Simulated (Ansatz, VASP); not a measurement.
## Two plane-wave programs on NaI

```xyz
2
Lattice="0.0000 3.2297 3.2297 3.2297 0.0000 3.2297 3.2297 3.2297 0.0000" Properties=species:S:1:pos:R:3 pbc="T T T"
Na    0.0000    0.0000    0.0000
I     3.2297    3.2297    3.2297
```

Alike in both runs: task single point; functional r2SCAN; k mesh 6 × 6 × 6; no spin polarisation.

```csv
,VASP,Ansatz
version,VASP 6.6.1,Ansatz 0.2.0
potentials or method,"VASP PAW PBE potentials, release 64 (Na_pv, I)",plane waves
plane-wave cutoff (eV),520,500
occupations,"gaussian, width 0.01 eV",fixed
valence electrons in the cell,14,26
```

VASP gave:

* gap on the k mesh at the Fermi level (eV): 4.46
* pressure (GPa): -0.1

Task: Estimate Ansatz's values.

Result: gap on the k mesh at the Fermi level (eV): 4.45; pressure (GPa): 0.0.

VASP's potentials were made for PBE, not for r2SCAN. VASP's potentials hold 14 valence electrons a cell and Ansatz's 26, so a difference there can come from the potentials and not from the codes.

Spin-orbit coupling is off throughout.
